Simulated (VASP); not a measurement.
# Si2N in VASP: notebook, part 2 of 2

VASP 6.6.1. Earlier steps stand in the parts before.

## Step 5: Single point, PBE

This run uses another cell than the first one: it holds 6 atoms, not 3.

Contents of INCAR:

```
SYSTEM = Si2N
PREC     = Accurate       ! precision mode
ENCUT    = 520            ! plane-wave cutoff, eV
EDIFF    = 1E-6           ! SCF threshold, eV
ISMEAR   = 0              ! smearing method
SIGMA    = 0.2            ! smearing width, eV
LREAL    = .FALSE.        ! projectors in reciprocal space
LASPH    = .TRUE.         ! aspherical terms in the spheres
NELM     = 100            ! most SCF steps
ALGO     = Normal         ! electronic algorithm
ISIF     = 2              ! what is computed and relaxed
LWAVE    = .FALSE.        ! write WAVECAR
LCHARG   = .FALSE.        ! write CHGCAR
GGA      = PE             ! functional
NBANDS   = 22             ! bands
```

Contents of KPOINTS:

```
regular mesh
0
G
  8 8 2
  0 0 0
```

Contents of POSCAR:

```
Si2N
1.0
    2.7350278934      0.0000000000      0.0000000000
    0.0000000000      2.7350278934      0.0000000000
    0.0000000000      0.0000000000     10.8343659908
Si N
4 2
Direct
    0.5000000000      0.0000000000      0.1161832142
    0.5000000000      0.0000000000      0.6161832142
    0.0000000000      0.5000000000      0.3838167858
    0.0000000000      0.5000000000      0.8838167858
    0.0000000000      1.0000000000      0.0000000000
    0.0000000000      1.0000000000      0.5000000000
```

Potentials or basis: VASP PAW PBE potentials, release 64 (Si, N).

Launch:

```bash
$ cat potpaw_PBE.64/Si/POTCAR potpaw_PBE.64/N/POTCAR > POTCAR
$ mpirun -np 1 vasp_std > vasp.out
```

OUTCAR:

```text
SYSTEM = Si2N
   PREC = Accurate
   ENCUT = 520
   EDIFF = 1E-6
   ISMEAR = 0
   LREAL = .FALSE.
   LASPH = .TRUE.
   NELM = 100
   ISIF = 2
   GGA = PE

 ion  position               nearest neighbor table
   1  0.500  0.000  0.116-   5 1.86   5 1.86
   2  0.500  0.000  0.616-   6 1.86   6 1.86
   3  0.000  0.500  0.384-   6 1.86   6 1.86
   4  0.000  0.500  0.884-   5 1.86   5 1.86
   5  0.000  0.000  0.000-   1 1.86   4 1.86   4 1.86   1 1.86
   6  0.000  0.000  0.500-   2 1.86   3 1.86   3 1.86   2 1.86

  LATTYP: Found a simple tetragonal cell.
 ALAT       =     2.7350278934
 C/A-ratio  =     3.9613365615

  Lattice vectors:

 A1 = (   2.7350278934,   0.0000000000,   0.0000000000)
 A2 = (   0.0000000000,   2.7350278934,   0.0000000000)
 A3 = (   0.0000000000,   0.0000000000,  10.8343659908)

Analysis of symmetry for initial positions (statically):
=====================================================================
 Subroutine PRICEL returns following result:

  LATTYP: Found a simple tetragonal cell.
 ALAT       =     2.7350278934
[... 195 lines left out ...]
 cond. band min:       7.5431764393   @ k =   0.3750   0.1250   0.5000
 fundamental gap:      0.0589084023
 Fermi energy:         7.5354699060

 k-point     1 :       0.0000    0.0000    0.0000
  band No.  band energies     occupation
      1     -11.1179      2.00000
      2     -11.0804      2.00000
      3      -3.9653      2.00000
      4      -3.1649      2.00000
      5      -0.4058      2.00000
      6       2.6759      2.00000
[... 589 lines left out ...]
     21      15.4887      0.00000
     22      15.4887      0.00000

 [... further k-points ...]

------------------------ aborting loop because EDIFF is reached ----------------------------------------

  FORCE on cell =-STRESS in cart. coord.  units (eV):
  Direction    XX          YY          ZZ          XY          YZ          ZX
  --------------------------------------------------------------------------------------
  -------------------------------------------------------------------------------------
  Total        0.0930416      0.0930416     -0.4811548      0.0000000      0.0000000      0.0000000
  in kB        1.8393347      1.8393347     -9.5119233      0.0000000      0.0000000      0.0000000
  external PRESSURE =      -1.9444180 kB  Pullay stress =       0.0000000 kB

 VOLUME and BASIS-vectors are now :
 -----------------------------------------------------------------------------
  energy-cutoff  :      520.00
  volume of cell :       81.05
      direct lattice vectors                 reciprocal lattice vectors
     2.735027893  0.000000000  0.000000000     0.365626984  0.000000000  0.000000000
     0.000000000  2.735027893  0.000000000     0.000000000  0.365626984  0.000000000
     0.000000000  0.000000000 10.834365991     0.000000000  0.000000000  0.092298894

 POSITION                                       TOTAL-FORCE (eV/Angst)
 -----------------------------------------------------------------------------------
      1.36751      0.00000      1.25877         0.000000     -0.000000      0.016337
      1.36751      0.00000      6.67595        -0.000000     -0.000000      0.016337
      0.00000      1.36751      4.15841         0.000000      0.000000     -0.016337
      0.00000      1.36751      9.57559        -0.000000      0.000000     -0.016337
      0.00000      0.00000      0.00000        -0.000000      0.000000     -0.000000
      0.00000      0.00000      5.41718         0.000000      0.000000     -0.000000
 -----------------------------------------------------------------------------------
    total drift:                               -0.000000      0.000000      0.000000

  FREE ENERGIE OF THE ION-ELECTRON SYSTEM (eV)
  ---------------------------------------------------
  free  energy   TOTEN  =       -38.0889094088 eV

  energy  without entropy=      -38.0353209210  energy(sigma->0) =      -38.06211516
```

stdout:

```text
POSCAR found type information on POSCAR SiN
 POSCAR found :  2 types and       6 ions
 scaLAPACK will be used
 LDA part: xc-table for (Slater+PW92), standard interpolation
 POSCAR, INCAR and KPOINTS ok, starting setup
 FFT: planning ... GRIDC
 FFT: planning ... GRID_SOFT
 FFT: planning ... GRID
 WAVECAR not read
 entering main loop
```

Wall time 28 s (1 thread of AMD EPYC 7R13 (Zen 3), shared host); peak memory 0.16 GiB.

What came out:

```yaml
Free_energy: -38.0889 eV
Pressure: -0.2 GPa
Largest_force: 0.016 eV/Å
Band_gap_on_the_k_mesh: zero (bands 13 and 14 overlap by 3.89 eV)
```

Forces on the atoms (eV/Å):
```
Si   0.000  0.000  0.016
Si   0.000  0.000  0.016
Si   0.000  0.000 -0.016
Si   0.000  0.000 -0.016
N    0.000  0.000  0.000
N    0.000  0.000  0.000
```

## Step 6: The runs side by side

| task | cell | k mesh | cutoff (eV) | smearing | gap on the mesh (eV) | pressure (GPa) | largest force (eV/Å) |
| --- | --- | --- | --- | --- | --- | --- | --- |
| single point | a = 2.746, b = 2.746, c = 5.132 Å, angles 90.0, 90.0, 89.9°, 3 atoms, atomic positions A | 6 × 6 × 4 | 520 | gaussian 0.1 eV | none | 0.1 | 0.03 |
| single point | a = 3.970, b = 4.166, c = 2.858 Å, angles 90.0, 134.0, 90.0°, 3 atoms, atomic positions B | 4 × 8 × 4 | 520 | gaussian 0.1 eV | none | 0.0 | 0.01 |
| relaxation of cell and atoms | relaxed from a = 2.858, b = 2.858, c = 4.166 Å, angles 90.0, 90.0, 92.0°, 3 atoms, atomic positions C | 6 × 6 × 4 | 600 | gaussian 0.1 eV | none | 0.1 | 0.03 |
| single point | a = 2.735, b = 2.735, c = 10.834 Å, 6 atoms, atomic positions D | 8 × 8 × 2 | 520 | gaussian 0.2 eV | none | -0.2 | 0.02 |

Alike in all rows: level PBE; potentials or basis VASP PAW PBE potentials, release 64 (Si, N); no spin polarisation.

Caveats: some runs use coarse meshes; a cell axis changed by over 15 % at a fixed basis, so the end point is rough (at least some runs).

Absolute energies hang on the potentials; compare differences alone.
